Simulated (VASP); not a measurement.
A run of VASP 6.6.1 is set up as follows.

Contents of POSCAR:

```
BaTiO3
1.0
    3.9722427430      0.0000000000      0.0000000000
    0.0000000000      3.9722427430      0.0000000000
    0.0000000000      0.0000000000      4.1127570078
Ba Ti O
1 1 3
Direct
    0.0000000000      0.0000000000     -0.0044104995
    0.5000000000      0.5000000000      0.4774906576
    0.5000000000      0.5000000000      0.0346021831
    0.5000000000      0.0000000000      0.5176588294
    0.0000000000      0.5000000000      0.5176588294
```

INCAR.step1

```
PREC = Accurate ; ENCUT = 520
ISMEAR = 0 ; SIGMA = 0.02
LREAL = False ; LASPH = True
NELM = 60 ; NBANDS = 28
GGA = PE ; ALGO = Normal
EDIFF = 1E-4 ; LWAVE = True
LCHARG = False
```

File INCAR.step2:

```
PREC = Accurate ; ENCUT = 520
EDIFF = 1E-6 ; ISMEAR = 0
SIGMA = 0.02 ; LREAL = False
LASPH = True ; NELM = 60
ALGO = Normal ; ISIF = 2
LWAVE = False ; LCHARG = False
METAGGA = R2SCAN ; LMIXTAU = True
NBANDS = 28 ; ISTART = 1
```

Contents of KPOINTS:

```
Automatic mesh
0
Gamma
  8 8 8
```

Potentials or basis: VASP PAW PBE potentials, release 64 (Ba_sv, Ti_sv, O).

The run is started by

```bash
$ cat potpaw_PBE.64/Ba_sv/POTCAR potpaw_PBE.64/Ti_sv/POTCAR potpaw_PBE.64/O/POTCAR > POTCAR
$ cp INCAR.step1 INCAR
$ mpirun -np 1 vasp_std > vasp.out
$ cp INCAR.step2 INCAR
$ mpirun -np 1 vasp_std > vasp.out
```

What does it give for the pressure?

1.9 GPa.

Predict the largest force.

0.166 eV/Å.

Estimate the band gap on the k mesh.

2.21 eV (least direct gap 2.71 eV).

Stress tensor (GPa, compression positive):
```
1.87 0.00 0.00
0.00 1.87 0.00
0.00 0.00 2.04
```

Caveat: the PAW data sets were made with another functional, which shifts forces and pressure a little; spin-orbit coupling is left out, which moves the levels of the heavy elements. r2SCAN opens gaps a little over a GGA but as a rule still falls short of measured ones.
